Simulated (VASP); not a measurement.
# Ni (Immm) in VASP: single point with PBE

Aim: the single point of Ni with PBE.

Program: VASP 6.6.1. These are calculated values, not measurements. Logs are shortened: lines on timing, memory, paths and dates and some standing lists are left out, and cuts for length are marked.

## 1. The cell of the first run

It takes space group Immm (No. 71, orthorhombic). Conventional cell: a = 2.406 Å, b = 2.594 Å, c = 3.536 Å, α = 90.00°, β = 90.00°, γ = 90.00°. Ni (site symmetry mmm) has 12 Ni at 2.41 to 2.59 Å within 3.2 Å.

## 2. Single point, PBE, collinear spin, ferromagnetic start (strain -0.0750 x Voigt [0, 0, 0, 1, 0, 0])

Contents of INCAR:

```
SYSTEM = Ni
PREC = Accurate ; ENCUT = 520
EDIFF = 1E-6 ; ISMEAR = 0
SIGMA = 0.15 ; LREAL = .False.
LASPH = .True. ; NELM = 150
ALGO = Normal ; ISIF = 2
LWAVE = .False. ; LCHARG = .False.
ISPIN = 2 ; MAGMOM = 0.81
LORBIT = 11 ; LMAXMIX = 4
GGA = PE ; NBANDS = 15
```

Contents of KPOINTS:

```
regular mesh
0
Gamma
  22 22 22
  0 0 0
```

Contents of POSCAR:

```
Ni
1.0
    0.0000000000      1.7016518750      1.7016518750
    1.7679500000     -0.0662981250      1.7679500000
    1.7679500000      1.7679500000     -0.0662981250
Ni
1
Direct
    0.0000000000      0.0000000000      0.0000000000
```

Potentials or basis: VASP PAW PBE potentials, release 64 (Ni).

Launch:

```sh
$ cat potpaw_PBE.64/Ni/POTCAR > POTCAR
$ mpirun -np 1 vasp_std > vasp.out
```

OUTCAR:

```text
SYSTEM = Ni
   PREC = Accurate
   ENCUT = 520
   EDIFF = 1E-6
   ISMEAR = 0
   LREAL = .False.
   LASPH = .True.
   NELM = 150
   ISIF = 2
   ISPIN = 2
   LORBIT = 11
   GGA = PE

 ion  position               nearest neighbor table
   1  0.000  0.000  0.000-

  LATTYP: Found a body centered orthorhombic cell.
 ALAT       =     2.4064991601
 B/A-ratio  =     1.0779220779
 C/A-ratio  =     1.4693127921

  Lattice vectors:

 A1 = (  -1.7679500000,   0.0662981250,  -1.7679500000)
 A2 = (  -1.7679500000,  -0.0662981250,   1.7679500000)
 A3 = (   1.7679500000,   1.7679500000,  -0.0662981250)

Analysis of symmetry for initial positions (statically):
=====================================================================
 Subroutine PRICEL returns:
 Original cell was already a primitive cell.

 Routine SETGRP: Setting up the symmetry group for a
 body centered orthorhombic supercell.

 Subroutine GETGRP returns: Found  8 space group operations
 (whereof  8 operations were pure point group operations)
 out of a pool of  8 trial point group operations.

The static configuration has the point symmetry D_2h.

Analysis of symmetry for dynamics (positions and initial velocities):
=====================================================================
 Subroutine PRICEL returns:
 Original cell was already a primitive cell.

 Routine SETGRP: Setting up the symmetry group for a
 body centered orthorhombic supercell.

 Subroutine GETGRP returns: Found  8 space group operations
 (whereof  8 operations were pure point group operations)
 out of a pool of  8 trial point group operations.

The dynamic configuration has the point symmetry D_2h.

Analysis of structural, dynamic, and magnetic symmetry:
=====================================================================
 Subroutine PRICEL returns:
 Original cell was already a primitive cell.

 Routine SETGRP: Setting up the symmetry group for a
 body centered orthorhombic supercell.

 Subroutine GETGRP returns: Found  8 space group operations
 (whereof  8 operations were pure point group operations)
 out of a pool of  8 trial point group operations.

The overall configuration has the point symmetry D_2h.

 Subroutine INISYM returns: Found  8 space group operations
 (whereof  8 operations are pure point group operations),
 and found     1 'primitive' translations

----------------------------------------------------------------------------------------

                                     Primitive cell

  volume of cell :      11.0364

  direct lattice vectors                    reciprocal lattice vectors
     0.000000000  1.701651875  1.701651875    -0.282813428  0.293832133  0.293832133
     1.767950000 -0.066298125  1.767950000     0.282813428 -0.272591256  0.272591256
     1.767950000  1.767950000 -0.066298125     0.282813428  0.272591256 -0.272591256

  length of vectors
     2.406499160  2.501137710  2.501137710     0.502651052  0.478116535  0.478116535

  position of ions in fractional coordinates (direct lattice)
     0.000000000  0.000000000  0.000000000

  ion indices of the primitive-cell ions
   primitive index   ion index
                 1           1

----------------------------------------------------------------------------------------

 KPOINTS: regular mesh

Automatic generation of k-mesh.
 Grid dimensions read from file:
 generate k-points for:   22   22   22

 Generating k-lattice:

  Cartesian coordinates                     Fractional coordinates (reciprocal lattice)
    -0.012855156  0.013356006  0.013356006     0.045454545  0.000000000  0.000000000
     0.012855156 -0.012390512  0.012390512     0.000000000  0.045454545 -0.000000000
     0.012855156  0.012390512 -0.012390512     0.000000000 -0.000000000  0.045454545

  Length of vectors
     0.022847775  0.021732570  0.021732570

  Shift w.r.t. Gamma in fractional coordinates (k-lattice)
     0.000000000  0.000000000  0.000000000

 Subroutine IBZKPT returns following result:
 ===========================================

 Found   1530 irreducible k-points:

 Following reciprocal coordinates:
            Coordinates               Weight
  0.000000  0.000000  0.000000      1.000000
  0.045455  0.000000  0.000000      4.000000
  0.090909  0.000000  0.000000      4.000000
  0.136364  0.000000  0.000000      4.000000
  0.181818  0.000000  0.000000      4.000000
  0.227273  0.000000  0.000000      4.000000
[... 16 lines left out ...]
  0.454545  0.045455  0.000000      8.000000
  0.500000  0.045455 -0.000000      8.000000
 [... further k-points ...]
   k-points           NKPTS =   1530   k-points in BZ     NKDIM =   1530   number of bands    NBANDS=     15
   number of dos      NEDOS =    301   number of ions     NIONS =      1
   total plane-waves  NPLWV =   7200
   dimension x,y,z NGX =    18 NGY =   20 NGZ =   20
   dimension x,y,z NGXF=    36 NGYF=   40 NGZF=   40
   ions per type =               1
   NGX,Y,Z   is equivalent  to a cutoff of  12.43, 13.29, 13.29 a.u.
   NGXF,Y,Z  is equivalent  to a cutoff of  24.87, 26.59, 26.59 a.u.
 SYSTEM =  Ni
   PREC   = accura    normal or accurate (medium, high low for compatibility)
   ISTART =      0    job   : 0-new  1-cont  2-samecut
   ICHARG =      2    charge: 1-file 2-atom 10-const
   ISPIN  =      2    spin polarized calculation?
   LNONCOLLINEAR =      F non collinear calculations
   LSORBIT =      F    spin-orbit coupling
   LASPH  =      T    aspherical Exc in radial PAW
   ENCUT  =  520.0 eV  38.22 Ry    6.18 a.u.   4.47  4.65  4.65*2*pi/ulx,y,z
   NELM   =    150;   NELMIN=  2; NELMDL= -5     # of ELM steps
   EDIFF  = 0.1E-05   stopping-criterion for ELM
   LREAL  =      F    real-space projection
   EDIFFG = 0.1E-04   stopping-criterion for IOM
   NSW    =      0    number of steps for IOM
   IBRION =     -1    ionic relax: 0-MD 1-quasi-New 2-CG
   NFREE  =      0    steps in history (QN), initial steepest desc. (CG)
   ISIF   =      2    stress and relaxation
   ISYM   =      2    0-nonsym 1-usesym 2-fastsym
   POTIM  = 0.5000    time-step for ionic-motion
   TEBEG  =    0.0;   TEEND  =   0.0 temperature during run
   PSTRESS=    0.0 pullay stress
   NELECT =      10.0000    total number of electrons
   NUPDOWN=      -1.0000    fix difference up-down
   EMIN   =  10.00;   EMAX   =-10.00  energy-range for DOS
   EFERMI =   0.00;   METHOD = LEGACY
   ISMEAR =     0;   SIGMA  =   0.15  broadening in eV -4-tet -1-fermi 0-gaus
   EFERMI_NEDOS =   21; number of points for ismear=-14 and -15
   IALGO  =     38    algorithm
   IMIX   =      4    mixing-type and parameters
     AMIX     =   0.40;   BMIX     =  1.00
     AMIX_MAG =   1.60;   BMIX_MAG =  1.00
  volume/ion in A,a.u.               =      11.04        74.48
  Fermi-wavevector in a.u.,A,eV,Ry     =   1.584158  2.993625 34.144602  2.509557
  Thomas-Fermi vector in A             =   2.683819
   LORBIT       =     11    0 simple, 1 ext, 2 COOP (PROOUT), +10 PAW based schemes
   GGA     = PE    functional components
   LHFCALC =     F    Hartree Fock is set to
   AEXX    =    0.0000 exact exchange contribution
   IVDW    =     0    specifies the selected vdW correction
   LEPSILON=     F    determine dielectric tensor
   LRPA    =     F    only Hartree local field effects (RPA)
 spin polarized calculation
 Gauss-broadening in eV      SIGMA  =   0.15
  energy-cutoff  :      520.00
  volume of cell :       11.04
 maximum number of plane-waves:       309
 NGX is ok and might be reduce to    18
   NGX =  9   NGY =  9   NGZ =  9

 number of electron      10.0000000 magnetization       0.8100000

 number of electron       9.9999997 magnetization       0.6299122

 Free energy of the ion-electron system (eV)
  ---------------------------------------------------
  ext. energy  EPLUGINS =         0.00000000
  ---------------------------------------------------
  free energy    TOTEN  =        -5.45504183 eV

  energy without entropy =       -5.43525569  energy(sigma->0) =       -5.44514876

 E-fermi :   9.1670     XC(G=0): -13.1680

 val. band max:        9.1666741060   @ k =   0.1364   0.5000   0.0455
 cond. band min:       9.1669911386   @ k =   0.4091   0.3182   0.0909
 fundamental gap:      0.0003170326
 Fermi energy:         9.1669613333

 spin component 1

 k-point     1 :       0.0000    0.0000    0.0000
  band No.  band energies     occupation
      1       0.2667      1.00000
      2       6.5497      1.00000
      3       6.6857      1.00000
      4       7.0190      1.00000
      5       7.9490      1.00000
      6       7.9889      1.00000
      7      32.3149      0.00000
      8      34.7257      0.00000
      9      37.0606      0.00000
     10      37.8703      0.00000
     11      38.4455      0.00000
     12      39.0118      0.00000
     13      41.0944      0.00000
     14      42.9423      0.00000
[... 401 lines left out ...]
      2       6.5396      1.00000
      3       7.0324      1.00000
      4       8.2076      1.00000
      5       8.6266      1.00000
      6       9.6612      0.00000
      7      15.3766      0.00000
      8      30.1196      0.00000
      9      31.7281      0.00000
     10      33.0189      0.00000
     11      36.2062      0.00000
     12      37.0083      0.00000
     13      42.6181      0.00000
     14      52.8021      0.00000
     15      54.8647      0.00000

 [... further k-points ...]

 spin component 2

 k-point     1 :       0.0000    0.0000    0.0000
  band No.  band energies     occupation
      1       0.2321      1.00000
      2       7.3069      1.00000
      3       7.4297      1.00000
      4       7.7826      1.00000
      5       8.5513      1.00000
      6       8.5660      1.00000
      7      32.1690      0.00000
      8      34.7200      0.00000
      9      37.0229      0.00000
     10      37.9897      0.00000
     11      38.4211      0.00000
     12      39.0953      0.00000
     13      41.1793      0.00000
     14      42.8309      0.00000
[... 401 lines left out ...]
      2       7.1422      1.00000
      3       7.6131      1.00000
      4       8.7048      0.99999
      5       9.4041      0.01270
      6       9.9116      0.00000
      7      15.7677      0.00000
      8      30.0294      0.00000
      9      31.8063      0.00000
     10      33.0766      0.00000
     11      36.2577      0.00000
     12      37.0335      0.00000
     13      42.7487      0.00000
     14      52.9352      0.00000
     15      55.0476      0.00000

 [... further k-points ...]

------------------------ aborting loop because EDIFF is reached ----------------------------------------

  FORCE on cell =-STRESS in cart. coord.  units (eV):
  Direction    XX          YY          ZZ          XY          YZ          ZX
  --------------------------------------------------------------------------------------
  -------------------------------------------------------------------------------------
  Total       -0.2110946     -0.0492690     -0.0492690      0.0000000      0.6363377      0.0000000
  in kB      -30.6449580     -7.1524645     -7.1524645      0.0000000     92.3781988      0.0000000
  external PRESSURE =     -14.9832957 kB  Pullay stress =       0.0000000 kB

 VOLUME and BASIS-vectors are now :
 -----------------------------------------------------------------------------
  energy-cutoff  :      520.00
  volume of cell :       11.04
      direct lattice vectors                 reciprocal lattice vectors
     0.000000000  1.701651875  1.701651875    -0.282813428  0.293832133  0.293832133
     1.767950000 -0.066298125  1.767950000     0.282813428 -0.272591256  0.272591256
     1.767950000  1.767950000 -0.066298125     0.282813428  0.272591256 -0.272591256

 POSITION                                       TOTAL-FORCE (eV/Angst)
 -----------------------------------------------------------------------------------
      0.00000      0.00000      0.00000         0.000000      0.000000      0.000000
 -----------------------------------------------------------------------------------
    total drift:                                0.000000     -0.000000      0.000000

  FREE ENERGIE OF THE ION-ELECTRON SYSTEM (eV)
  ---------------------------------------------------
  free  energy   TOTEN  =        -5.4550418274 eV

  energy  without entropy=       -5.4352556913  energy(sigma->0) =       -5.44514876

 total charge

# of ion       s       p       d       tot
------------------------------------------
    1        0.493   0.486   8.311   9.291

 magnetization (x)

# of ion       s       p       d       tot
------------------------------------------
    1       -0.006  -0.024   0.673   0.643
```

It took 7.3 min on 1 thread of Intel Xeon Platinum 8488C (Sapphire Rapids), shared host; peak memory 0.45 GiB.

What came out:

| Quantity | Value |
| --- | --- |
| Free energy | -5.4550 eV |
| Pressure | -1.5 GPa |
| Net moment | 0.63 μB per cell |
| Site moments | Ni +0.64 μB |
| Valence electrons inside the program's atomic spheres | Ni 9.29 |

Caveat: the cell differs from its parent crystal (strain -0.0750 x Voigt [0, 0, 0, 1, 0, 0]).
